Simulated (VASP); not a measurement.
# KF (Fm-3m) in VASP: a series of runs, part 2 of 2

VASP 6.6.1.

## 3. Single point, PBEsol

This run uses another cell than the first one, of 13.09 Å³/atom.

File INCAR:

```
  PREC = Accurate
  ENCUT = 520
  EDIFF = 1E-7
  ISMEAR = -1
  SIGMA = 0.03
  LREAL = False
  LASPH = True
  NELM = 100
  ALGO = Normal
  ISIF = 2
  LWAVE = False
  LCHARG = False
  GGA = PS
  NBANDS = 15
```

File KPOINTS:

```
regular mesh
0
Gamma
  9 9 9
```

File POSCAR:

```
KF
1.0
    0.0000000000      2.3568642846      2.3568642846
    2.3568642846      0.0000000000      2.3568642846
    2.3568642846      2.3568642846      0.0000000000
K F
1 1
Direct
    0.0000000000      0.0000000000      0.0000000000
    0.5000000000      0.5000000000      0.5000000000
```

Potentials or basis: VASP PAW PBE potentials, release 64 (K_sv, F).

The run is started by

```sh
cat potpaw_PBE.64/K_sv/POTCAR potpaw_PBE.64/F/POTCAR > POTCAR
mpirun -np 1 vasp_std > vasp.out
```

OUTCAR:

```text
PREC = Accurate
   ENCUT = 520
   EDIFF = 1E-7
   ISMEAR = -1
   LREAL = False
   LASPH = True
   NELM = 100
   ISIF = 2
   GGA = PS

 ion  position               nearest neighbor table
   1  0.000  0.000  0.000-   2 2.36   2 2.36   2 2.36   2 2.36   2 2.36   2 2.36
   2  0.500  0.500  0.500-   1 2.36   1 2.36   1 2.36   1 2.36   1 2.36   1 2.36

  LATTYP: Found a face centered cubic cell.
 ALAT       =     4.7137285692

  Lattice vectors:

 A1 = (   0.0000000000,   2.3568642846,   2.3568642846)
 A2 = (   2.3568642846,   0.0000000000,   2.3568642846)
 A3 = (   2.3568642846,   2.3568642846,   0.0000000000)

Analysis of symmetry for initial positions (statically):
=====================================================================
 Subroutine PRICEL returns:
 Original cell was already a primitive cell.

 Routine SETGRP: Setting up the symmetry group for a
 face centered cubic supercell.

 Subroutine GETGRP returns: Found 48 space group operations
 (whereof 48 operations were pure point group operations)
 out of a pool of 48 trial point group operations.

The static configuration has the point symmetry O_h .

Analysis of symmetry for dynamics (positions and initial velocities):
=====================================================================
 Subroutine PRICEL returns:
 Original cell was already a primitive cell.

 Routine SETGRP: Setting up the symmetry group for a
 face centered cubic supercell.

 Subroutine GETGRP returns: Found 48 space group operations
 (whereof 48 operations were pure point group operations)
 out of a pool of 48 trial point group operations.

The dynamic configuration has the point symmetry O_h .

 Subroutine INISYM returns: Found 48 space group operations
 (whereof 48 operations are pure point group operations),
 and found     1 'primitive' translations

----------------------------------------------------------------------------------------

                                     Primitive cell

  volume of cell :      26.1839

  direct lattice vectors                    reciprocal lattice vectors
     0.000000000  2.356864285  2.356864285    -0.212146284  0.212146284  0.212146284
     2.356864285  0.000000000  2.356864285     0.212146284 -0.212146284  0.212146284
     2.356864285  2.356864285  0.000000000     0.212146284  0.212146284 -0.212146284

  length of vectors
     3.333109436  3.333109436  3.333109436     0.367448143  0.367448143  0.367448143

  position of ions in fractional coordinates (direct lattice)
     0.000000000  0.000000000  0.000000000
     0.500000000  0.500000000  0.500000000

  ion indices of the primitive-cell ions
   primitive index   ion index
                 1           1
                 2           2

----------------------------------------------------------------------------------------

 KPOINTS: regular mesh

Automatic generation of k-mesh.
 Grid dimensions read from file:
 generate k-points for:    9    9    9

 Generating k-lattice:

  Cartesian coordinates                     Fractional coordinates (reciprocal lattice)
    -0.023571809  0.023571809  0.023571809     0.111111111  0.000000000  0.000000000
     0.023571809 -0.023571809  0.023571809     0.000000000  0.111111111  0.000000000
     0.023571809  0.023571809 -0.023571809     0.000000000  0.000000000  0.111111111

  Length of vectors
     0.040827571  0.040827571  0.040827571

  Shift w.r.t. Gamma in fractional coordinates (k-lattice)
     0.000000000  0.000000000  0.000000000

 Subroutine IBZKPT returns following result:
 ===========================================

 Found     35 irreducible k-points:

 Following reciprocal coordinates:
            Coordinates               Weight
  0.000000  0.000000  0.000000      1.000000
  0.111111  0.000000  0.000000      8.000000
  0.222222  0.000000  0.000000      8.000000
  0.333333  0.000000  0.000000      8.000000
  0.444444  0.000000  0.000000      8.000000
  0.111111  0.111111  0.000000      6.000000
[... 16 lines left out ...]
 -0.333333  0.333333  0.000000     12.000000
  0.444444  0.444444  0.000000      6.000000
 [... further k-points ...]
   k-points           NKPTS =     35   k-points in BZ     NKDIM =     35   number of bands    NBANDS=     15
   number of dos      NEDOS =    301   number of ions     NIONS =      2
   total plane-waves  NPLWV =  21952
   dimension x,y,z NGX =    28 NGY =   28 NGZ =   28
   dimension x,y,z NGXF=    56 NGYF=   56 NGZF=   56
   ions per type =               1   1
   NGX,Y,Z   is equivalent  to a cutoff of  13.97, 13.97, 13.97 a.u.
   NGXF,Y,Z  is equivalent  to a cutoff of  27.93, 27.93, 27.93 a.u.
 SYSTEM =  unknown system
   PREC   = accura    normal or accurate (medium, high low for compatibility)
   ISTART =      0    job   : 0-new  1-cont  2-samecut
   ICHARG =      2    charge: 1-file 2-atom 10-const
   ISPIN  =      1    spin polarized calculation?
   LNONCOLLINEAR =      F non collinear calculations
   LSORBIT =      F    spin-orbit coupling
   LASPH  =      T    aspherical Exc in radial PAW
   ENCUT  =  520.0 eV  38.22 Ry    6.18 a.u.   6.20  6.20  6.20*2*pi/ulx,y,z
   NELM   =    100;   NELMIN=  2; NELMDL= -5     # of ELM steps
   EDIFF  = 0.1E-06   stopping-criterion for ELM
   LREAL  =      F    real-space projection
   EDIFFG = 0.1E-05   stopping-criterion for IOM
   NSW    =      0    number of steps for IOM
   IBRION =     -1    ionic relax: 0-MD 1-quasi-New 2-CG
   NFREE  =      0    steps in history (QN), initial steepest desc. (CG)
   ISIF   =      2    stress and relaxation
   ISYM   =      2    0-nonsym 1-usesym 2-fastsym
   POTIM  = 0.5000    time-step for ionic-motion
   TEBEG  =    0.0;   TEEND  =   0.0 temperature during run
   PSTRESS=    0.0 pullay stress
   NELECT =      16.0000    total number of electrons
   NUPDOWN=      -1.0000    fix difference up-down
   EMIN   =  10.00;   EMAX   =-10.00  energy-range for DOS
   EFERMI =   0.00;   METHOD = LEGACY
   ISMEAR =    -1;   SIGMA  =   0.03  broadening in eV -4-tet -1-fermi 0-gaus
   EFERMI_NEDOS =   21; number of points for ismear=-14 and -15
   IALGO  =     38    algorithm
   IMIX   =      4    mixing-type and parameters
     AMIX     =   0.40;   BMIX     =  1.00
     AMIX_MAG =   1.60;   BMIX_MAG =  1.00
  volume/ion in A,a.u.               =      13.09        88.35
  Fermi-wavevector in a.u.,A,eV,Ry     =   1.389218  2.625240 26.258228  1.929925
  Thomas-Fermi vector in A             =   2.513269
   LORBIT       =      0    0 simple, 1 ext, 2 COOP (PROOUT), +10 PAW based schemes
   GGA     = PS    functional components
   LHFCALC =     F    Hartree Fock is set to
   AEXX    =    0.0000 exact exchange contribution
   IVDW    =     0    specifies the selected vdW correction
   LEPSILON=     F    determine dielectric tensor
   LRPA    =     F    only Hartree local field effects (RPA)
 non-spin polarized calculation
  energy-cutoff  :      520.00
  volume of cell :       26.18
 maximum number of plane-waves:       725
 NGX is ok and might be reduce to    28
   NGX = 13   NGY = 13   NGZ = 13

 number of electron      15.9999996 magnetization

 Free energy of the ion-electron system (eV)
  ---------------------------------------------------
  ext. energy  EPLUGINS =         0.00000000
  ---------------------------------------------------
  free energy    TOTEN  =        -7.77548599 eV

  energy without entropy =       -7.77548599  energy(sigma->0) =       -7.77548599

 E-fermi :  -0.5957     XC(G=0): -10.5630

 val. band max:       -1.2205325011   @ k =  -0.4444   0.4444   0.0000
 cond. band min:       6.5699517161   @ k =   0.4444   0.4444   0.0000
 fundamental gap:      7.7904842173
 Fermi energy:        -0.5956875299

 k-point     1 :       0.0000    0.0000    0.0000
  band No.  band energies     occupation
      1     -26.8851      2.00000
      2     -20.1381      2.00000
      3      -9.5747      2.00000
      4      -9.5747      2.00000
      5      -9.5747      2.00000
      6      -1.4965      2.00000
      7      -1.4965      2.00000
      8      -1.4965      2.00000
      9       6.9073      0.00000
     10       9.9258      0.00000
     11       9.9258      0.00000
     12       9.9258      0.00000
     13      12.2306      0.00000
     14      12.2306      0.00000
     15      17.5096      0.00000
[... 397 lines left out ...]
 k-point    24 :       0.4444    0.4444    0.0000
  band No.  band energies     occupation
      1     -26.2683      2.00000
      2     -20.4945      2.00000
      3     -11.2271      2.00000
      4     -10.2302      2.00000
      5     -10.2302      2.00000
      6      -1.3437      2.00000
      7      -1.3437      2.00000
      8      -1.3123      2.00000
      9       6.5700      0.00000
     10      10.9062      0.00000
     11      13.4517      0.00000
     12      14.0391      0.00000
     13      14.9888      0.00000
     14      14.9888      0.00000
     15      19.4915      0.00000

 [... further k-points ...]
[... 5 lines left out ...]
  --------------------------------------------------------------------------------------
  -------------------------------------------------------------------------------------
  Total        4.8466233      4.8466233      4.8466233      0.0000000     -0.0000000      0.0000000
  in kB      296.5624250    296.5624250    296.5624250      0.0000000     -0.0000000      0.0000000
  external PRESSURE =     296.5624250 kB  Pullay stress =       0.0000000 kB

 VOLUME and BASIS-vectors are now :
 -----------------------------------------------------------------------------
  energy-cutoff  :      520.00
  volume of cell :       26.18
      direct lattice vectors                 reciprocal lattice vectors
     0.000000000  2.356864285  2.356864285    -0.212146284  0.212146284  0.212146284
     2.356864285  0.000000000  2.356864285     0.212146284 -0.212146284  0.212146284
     2.356864285  2.356864285  0.000000000     0.212146284  0.212146284 -0.212146284

 POSITION                                       TOTAL-FORCE (eV/Angst)
 -----------------------------------------------------------------------------------
      0.00000      0.00000      0.00000         0.000000      0.000000     -0.000000
      2.35686      2.35686      2.35686        -0.000000     -0.000000      0.000000
 -----------------------------------------------------------------------------------
    total drift:                                0.000000      0.000000      0.000000

  FREE ENERGIE OF THE ION-ELECTRON SYSTEM (eV)
  ---------------------------------------------------
  free  energy   TOTEN  =        -7.7754859888 eV

  energy  without entropy=       -7.7754859887  energy(sigma->0) =       -7.77548599
```

OSZICAR:

```text
N       E                     dE             d eps       ncg     rms          rms(c)
DAV:   1     0.111395601524E+03    0.11140E+03   -0.88155E+03  1050   0.110E+03
DAV:   2    -0.504517883031E+01   -0.11644E+03   -0.10711E+03  1386   0.298E+02
DAV:   3    -0.882442141439E+01   -0.37792E+01   -0.37649E+01  1323   0.487E+01
DAV:   4    -0.890748363423E+01   -0.83062E-01   -0.82894E-01  1296   0.759E+00
DAV:   5    -0.891148704741E+01   -0.40034E-02   -0.40034E-02  1466   0.129E+00    0.829E+00
DAV:   6    -0.779713944678E+01    0.11143E+01   -0.26799E+00  1108   0.197E+01    0.805E+00
DAV:   7    -0.778047721182E+01    0.16662E-01   -0.81028E-02  1414   0.257E+00    0.473E+00
DAV:   8    -0.777475990810E+01    0.57173E-02   -0.32864E-02  1295   0.192E+00    0.195E-01
DAV:   9    -0.777527239635E+01   -0.51249E-03   -0.39075E-03  1281   0.571E-01    0.109E-01
DAV:  10    -0.777546228747E+01   -0.18989E-03   -0.39146E-04  1259   0.238E-01    0.452E-02
DAV:  11    -0.777550858621E+01   -0.46299E-04   -0.11521E-04  1309   0.133E-01    0.363E-02
DAV:  12    -0.777548594545E+01    0.22641E-04   -0.64556E-05  1286   0.960E-02    0.431E-03
DAV:  13    -0.777548608390E+01   -0.13846E-06   -0.30773E-06  1267   0.176E-02    0.171E-03
DAV:  14    -0.777548598875E+01    0.95149E-07   -0.14864E-07  1137   0.354E-03
   1 F= -.77754860E+01 E0= -.77754860E+01  d E =-.283029E-10
```

stdout:

```text
POSCAR found type information on POSCAR K F
 POSCAR found :  2 types and       2 ions
 scaLAPACK will be used
 -----------------------------------------------------------------------------
|                                                                             |
|                                                                             |
|     You enforced a specific xc type in the INCAR file but a different       |
|     I HOPE YOU KNOW WHAT YOU ARE DOING!                                     |
|                                                                             |
 -----------------------------------------------------------------------------

 LDA part: xc-table for (Slater+PW92), standard interpolation
 POSCAR, INCAR and KPOINTS ok, starting setup
 FFT: planning ... GRIDC
 FFT: planning ... GRID_SOFT
 FFT: planning ... GRID
 WAVECAR not read
 entering main loop
```

It took 25 s on 1 thread of Intel Xeon 8259CL, shared host; peak memory 0.16 GiB.

What came out:

```yaml
Free_energy: -7.7755 eV
Pressure: 29.7 GPa
Band_gap_on_the_k_mesh: 7.79 eV (least direct gap 7.88 eV)
```

Caveat: the cell stands under pressure; the PAW data sets were made with another functional, which shifts forces and pressure a little; an odd mesh through Γ misses points on the zone boundary, where band edges can lie.
